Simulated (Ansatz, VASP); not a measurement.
**One calculation of Na4N, two programs**

```
Na N
1.0
    -2.80006    2.80006    2.80006
     2.80006   -2.80006    2.80006
     2.80006    2.80006   -2.80006
Na N
4 1
Cartesian
  1.4000 1.4000 1.4000
  -1.4000 1.4000 1.4000
  1.4000 1.4000 -1.4000
  1.4000 -1.4000 1.4000
  0.0000 0.0000 0.0000
```

Change from the starting cell: species swapped into the Hg4Pt type (Im-3m, No. 229).

Alike in both runs: task relaxation of cell and atoms; functional PBE; k mesh 4 × 4 × 4; occupations gaussian, width 0.1 eV; no spin polarisation.

|  | VASP | Ansatz |
| --- | --- | --- |
| version | VASP 6.6.1 | Ansatz 0.2.0 |
| potentials or method | VASP PAW PBE potentials, release 64 (Na_pv, N), cutoff 600 eV | scalar-relativistic, plane waves, PAW |
| valence electrons in the cell | 33 | 41 |

VASP gave:

- gap on the k mesh at the Fermi level, each at its own relaxed structure (eV): none
- relaxed volume (Å³/atom): 22.08
- relaxed cell length with the largest relative difference (Å): 5.234

**Question.** Estimate Ansatz's values.

**Answer.** gap on the k mesh at the Fermi level, each at its own relaxed structure (eV): none; relaxed volume (Å³/atom): 22.01; relaxed cell length with the largest relative difference (Å): 5.229.

A gap of «none» marks a metal or a gap that the smearing closes. VASP's potentials hold 33 valence electrons a cell and Ansatz's 41, so a difference there can come from the potentials and not from the codes.

The k mesh is coarse, so the values compare programs but aren't converged. Noted on VASP's run: the volume moved by over 15 % at a fixed basis, so the end points are rough.
